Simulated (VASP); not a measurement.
# Te2Pb3Se (Cmcm) in VASP: single point with PBE

Aim: the single point of Te2Pb3Se with PBE.

All numbers are computed with VASP 6.6.1; they aren't measurements. Logs are shortened: lines on timing, memory, paths and dates and some standing lists are left out, and cuts for length are marked.

## Step 1: The cell of the first run

The structure is orthorhombic, space group Cmcm (No. 63). Conventional cell: a = 4.498 Å, b = 12.883 Å, c = 13.978 Å, α = 90.00°, β = 90.00°, γ = 90.00°. Te (site symmetry m) has 7 Pb at 3.05 to 4.08 Å and 6 Te at 3.97 to 4.78 Å and 4 Se at 4.24 to 4.60 Å within 4.8 Å. Pb (site symmetry m) has 5 Te at 3.05 to 4.08 Å and 2 Se at 3.15 Å and 9 Pb at 4.16 to 4.52 Å within 4.6 Å. Pb (site symmetry m2m) has 1 Se at 2.82 Å and 4 Te at 3.28 Å within 3.7 Å. Within 3.7 Å of Se (site symmetry m2m) lie 5 Pb at 2.82 to 3.15 Å.

## Step 2: Single point, PBE

INCAR reads:

```
  PREC = Accurate
  ENCUT = 520
  EDIFF = 1E-6
  ISMEAR = 0
  SIGMA = 0.1
  LREAL = F
  LASPH = T
  NELM = 80
  ALGO = Normal
  ISIF = 2
  LWAVE = F
  LCHARG = T
  GGA = PE
  LELF = T
  LVHAR = T
  NBANDS = 72
```

KPOINTS reads:

```
Automatic mesh
0
Gamma
  4 4 2
```

POSCAR reads:

```
Te2Pb3Se
1.0
    2.2492425674     -6.4415199217      0.0000000000
    2.2492425674      6.4415199217      0.0000000000
    0.0000000000      0.0000000000     13.9780221824
Te Pb Se
4 6 2
Direct
    0.8721334861      0.1278665139      0.4208985387
    0.8721334861      0.1278665139      0.0791014613
    0.1278665139      0.8721334861      0.5791014613
    0.1278665139      0.8721334861      0.9208985387
    0.6356578225      0.3643421775      0.4075302370
    0.6378688561      0.3621311439      0.7500000000
    0.6356578225      0.3643421775      0.0924697630
    0.3621311439      0.6378688561      0.2500000000
    0.3643421775      0.6356578225      0.5924697630
    0.3643421775      0.6356578225      0.9075302370
    0.8564142698      0.1435857302      0.7500000000
    0.1435857302      0.8564142698      0.2500000000
```

Potentials or basis: VASP PAW PBE potentials, release 64 (Te, Pb_d, Se).

Run with:

```bash
cat potpaw_PBE.64/Te/POTCAR potpaw_PBE.64/Pb_d/POTCAR potpaw_PBE.64/Se/POTCAR > POTCAR
mpirun -np 1 vasp_std > vasp.out
```

OUTCAR:

```text
PREC = Accurate
   ENCUT = 520
   EDIFF = 1E-6
   ISMEAR = 0
   LREAL = F
   LASPH = T
   NELM = 80
   ISIF = 2
   GGA = PE

 ion  position               nearest neighbor table
   1  0.872  0.128  0.421-   5 3.05   8 3.28   8 3.28   9 3.29   9 3.29
   2  0.872  0.128  0.079-   7 3.05   8 3.28   8 3.28  10 3.29  10 3.29
   3  0.128  0.872  0.579-   9 3.05   6 3.28   6 3.28   5 3.29   5 3.29
   4  0.128  0.872  0.921-  10 3.05   6 3.28   6 3.28   7 3.29   7 3.29
   5  0.636  0.364  0.408-   1 3.05  12 3.15  12 3.15   3 3.29   3 3.29
   6  0.638  0.362  0.750-  11 2.82   4 3.28   3 3.28   3 3.28   4 3.28
   7  0.636  0.364  0.092-   2 3.05  12 3.15  12 3.15   4 3.29   4 3.29
   8  0.362  0.638  0.250-  12 2.82   2 3.28   1 3.28   1 3.28   2 3.28
   9  0.364  0.636  0.592-   3 3.05  11 3.15  11 3.15   1 3.29   1 3.29
  10  0.364  0.636  0.908-   4 3.05  11 3.15  11 3.15   2 3.29   2 3.29
  11  0.856  0.144  0.750-   6 2.82  10 3.15   9 3.15   9 3.15  10 3.15
  12  0.144  0.856  0.250-   8 2.82   7 3.15   5 3.15   5 3.15   7 3.15

  LATTYP: Found a base centered orthorhombic cell.
 ALAT       =     4.4984851348
 B/A-ratio  =     2.8638618240
 C/A-ratio  =     3.1072731739

  Lattice vectors:

 A1 = (   2.2492425674,  -6.4415199217,   0.0000000000)
 A2 = (   2.2492425674,   6.4415199217,   0.0000000000)
 A3 = (   0.0000000000,   0.0000000000,  13.9780221824)

Analysis of symmetry for initial positions (statically):
=====================================================================
 Subroutine PRICEL returns:
 Original cell was already a primitive cell.

 Routine SETGRP: Setting up the symmetry group for a
 base centered orthorhombic supercell.

 Subroutine GETGRP returns: Found  8 space group operations
 (whereof  4 operations were pure point group operations)
 out of a pool of  8 trial point group operations.

The static configuration has the point symmetry C_2h.
 The point group associated with its full space group is D_2h.

Analysis of symmetry for dynamics (positions and initial velocities):
=====================================================================
 Subroutine PRICEL returns:
 Original cell was already a primitive cell.

 Routine SETGRP: Setting up the symmetry group for a
 base centered orthorhombic supercell.

[... 122 lines left out ...]
   POTIM  = 0.5000    time-step for ionic-motion
   TEBEG  =    0.0;   TEEND  =   0.0 temperature during run
   PSTRESS=    0.0 pullay stress
   NELECT =     120.0000    total number of electrons
   NUPDOWN=      -1.0000    fix difference up-down
   EMIN   =  10.00;   EMAX   =-10.00  energy-range for DOS
   EFERMI =   0.00;   METHOD = LEGACY
   ISMEAR =     0;   SIGMA  =   0.10  broadening in eV -4-tet -1-fermi 0-gaus
   EFERMI_NEDOS =   21; number of points for ismear=-14 and -15
   IALGO  =     38    algorithm
   IMIX   =      4    mixing-type and parameters
     AMIX     =   0.40;   BMIX     =  1.00
     AMIX_MAG =   1.60;   BMIX_MAG =  1.00
  volume/ion in A,a.u.               =      33.75       227.78
  Fermi-wavevector in a.u.,A,eV,Ry     =   1.091361  2.062373 16.205477  1.191069
  Thomas-Fermi vector in A             =   2.227605
   LORBIT       =      0    0 simple, 1 ext, 2 COOP (PROOUT), +10 PAW based schemes
   GGA     = PE    functional components
   LHFCALC =     F    Hartree Fock is set to
   AEXX    =    0.0000 exact exchange contribution
   IVDW    =     0    specifies the selected vdW correction
   LEPSILON=     F    determine dielectric tensor
   LRPA    =     F    only Hartree local field effects (RPA)
 non-spin polarized calculation
 Gauss-broadening in eV      SIGMA  =   0.10
  energy-cutoff  :      520.00
  volume of cell :      405.04
 maximum number of plane-waves:     10952
 NGX is ok and might be reduce to    54
   NGX = 25   NGY = 25   NGZ = 51

 number of electron     119.9999987 magnetization

 Free energy of the ion-electron system (eV)
  ---------------------------------------------------
  ext. energy  EPLUGINS =         0.00000000
  ---------------------------------------------------
  free energy    TOTEN  =       -45.82471982 eV

  energy without entropy =      -45.82471982  energy(sigma->0) =      -45.82471982

 E-fermi :   5.0370     XC(G=0):  -9.1444

 val. band max:        4.5992897768   @ k =   0.0000   0.0000   0.5000
 cond. band min:       5.6571363690   @ k =   0.2500   0.2500   0.0000
 fundamental gap:      1.0578465922
 Fermi energy:         5.0369729669

 k-point     1 :       0.0000    0.0000    0.0000
  band No.  band energies     occupation
      1     -11.9399      2.00000
      2     -11.9196      2.00000
      3     -11.9182      2.00000
      4     -11.9045      2.00000
      5     -11.9006      2.00000
      6     -11.8994      2.00000
[... 1039 lines left out ...]
     71       8.0470      0.00000
     72       8.0470      0.00000

------------------------ aborting loop because EDIFF is reached ----------------------------------------

  FORCE on cell =-STRESS in cart. coord.  units (eV):
  Direction    XX          YY          ZZ          XY          YZ          ZX
  --------------------------------------------------------------------------------------
  -------------------------------------------------------------------------------------
  Total        0.0090792      0.1652142     -0.0611226      0.0000000      0.0000000      0.0000000
  in kB        0.0359133      0.6535182     -0.2417754      0.0000000      0.0000000      0.0000000
  external PRESSURE =       0.1492187 kB  Pullay stress =       0.0000000 kB

 VOLUME and BASIS-vectors are now :
 -----------------------------------------------------------------------------
  energy-cutoff  :      520.00
  volume of cell :      405.04
      direct lattice vectors                 reciprocal lattice vectors
     2.249242567 -6.441519922  0.000000000     0.222297056 -0.077621432  0.000000000
     2.249242567  6.441519922  0.000000000     0.222297056  0.077621432  0.000000000
     0.000000000  0.000000000 13.978022182     0.000000000  0.000000000  0.071540879

 POSITION                                       TOTAL-FORCE (eV/Angst)
 -----------------------------------------------------------------------------------
      2.24924     -4.79421      5.88333         0.000000     -0.005853     -0.007651
      2.24924     -4.79421      1.10568         0.000000     -0.005853      0.007651
      2.24924      4.79421      8.09469         0.000000      0.005853      0.007651
      2.24924      4.79421     12.87234         0.000000      0.005853     -0.007651
      2.24924     -1.74769      5.69647         0.000000     -0.003630     -0.016933
      2.24924     -1.77617     10.48352         0.000000      0.007088      0.000000
      2.24924     -1.74769      1.29254         0.000000     -0.003630      0.016933
      2.24924      1.77617      3.49451         0.000000     -0.007088      0.000000
      2.24924      1.74769      8.28156         0.000000      0.003630      0.016933
      2.24924      1.74769     12.68548         0.000000      0.003630     -0.016933
      2.24924     -4.59170     10.48352         0.000000     -0.028800     -0.000000
      2.24924      4.59170      3.49451         0.000000      0.028800      0.000000
 -----------------------------------------------------------------------------------
    total drift:                                0.000000     -0.000000      0.000000

  FREE ENERGIE OF THE ION-ELECTRON SYSTEM (eV)
  ---------------------------------------------------
  free  energy   TOTEN  =       -45.8247198213 eV

  energy  without entropy=      -45.8247198213  energy(sigma->0) =      -45.82471982
```

OSZICAR:

```text
N       E                     dE             d eps       ncg     rms          rms(c)
DAV:   1     0.133819015849E+04    0.13382E+04   -0.52329E+04  2016   0.167E+03
DAV:   2     0.143041404092E+03   -0.11951E+04   -0.11684E+04  2024   0.452E+02
DAV:   3    -0.339845447774E+02   -0.17703E+03   -0.17084E+03  2536   0.201E+02
DAV:   4    -0.465386883544E+02   -0.12554E+02   -0.12441E+02  2400   0.535E+01
DAV:   5    -0.471145463455E+02   -0.57586E+00   -0.57453E+00  2512   0.111E+01    0.784E+00
DAV:   6    -0.458142496941E+02    0.13003E+01   -0.27933E+00  2880   0.631E+00    0.520E+00
DAV:   7    -0.458309335080E+02   -0.16684E-01   -0.12629E+00  2648   0.307E+00    0.185E+00
DAV:   8    -0.458227907023E+02    0.81428E-02   -0.15558E-01  2480   0.195E+00    0.585E-01
DAV:   9    -0.458241626579E+02   -0.13720E-02   -0.25141E-02  2336   0.566E-01    0.218E-01
DAV:  10    -0.458244095263E+02   -0.24687E-03   -0.30659E-03  2960   0.177E-01    0.161E-01
DAV:  11    -0.458247042056E+02   -0.29468E-03   -0.75568E-04  2248   0.110E-01    0.555E-02
DAV:  12    -0.458247262148E+02   -0.22009E-04   -0.14792E-04  2488   0.473E-02    0.318E-02
DAV:  13    -0.458247232127E+02    0.30021E-05   -0.13078E-04  2744   0.470E-02    0.107E-02
DAV:  14    -0.458247197697E+02    0.34430E-05   -0.24718E-05  1976   0.163E-02    0.529E-03
DAV:  15    -0.458247198213E+02   -0.51605E-07   -0.82472E-06  2112   0.711E-03
   1 F= -.45824720E+02 E0= -.45824720E+02  d E =-.265584E-10
```

stdout:

```text
POSCAR found type information on POSCAR TePbSe
 POSCAR found :  3 types and      12 ions
 scaLAPACK will be used
 LDA part: xc-table for (Slater+PW92), standard interpolation
 POSCAR, INCAR and KPOINTS ok, starting setup
 FFT: planning ... GRIDC
 FFT: planning ... GRID_SOFT
 FFT: planning ... GRID
 WAVECAR not read
 entering main loop
```

Run time: 14 min. Hardware: 1 thread of Intel Xeon Platinum 8175M at 2.50GHz (Skylake/Cascade Lake), shared host; peak memory 0.8 GiB.

Results:

```
Free energy            : -45.8247 eV
Pressure               : 0.0 GPa
Largest force          : 0.029 eV/Å
Band gap on the k mesh : 1.06 eV (least direct gap 1.25 eV)
```

Forces on the atoms (eV/Å):
```
Te   0.000 -0.006 -0.008
Te   0.000 -0.006  0.008
Te   0.000  0.006  0.008
Te   0.000  0.006 -0.008
Pb   0.000 -0.004 -0.017
Pb   0.000  0.007  0.000
Pb   0.000 -0.004  0.017
Pb   0.000 -0.007  0.000
Pb   0.000  0.004  0.017
Pb   0.000  0.004 -0.017
Se   0.000 -0.029  0.000
Se   0.000  0.029  0.000
```

Stress tensor (GPa, compression positive):
```
 0.00  0.00  0.00
 0.00  0.07  0.00
 0.00  0.00 -0.02
```

Caveat: spin-orbit coupling is left out, which moves the levels of the heavy elements.
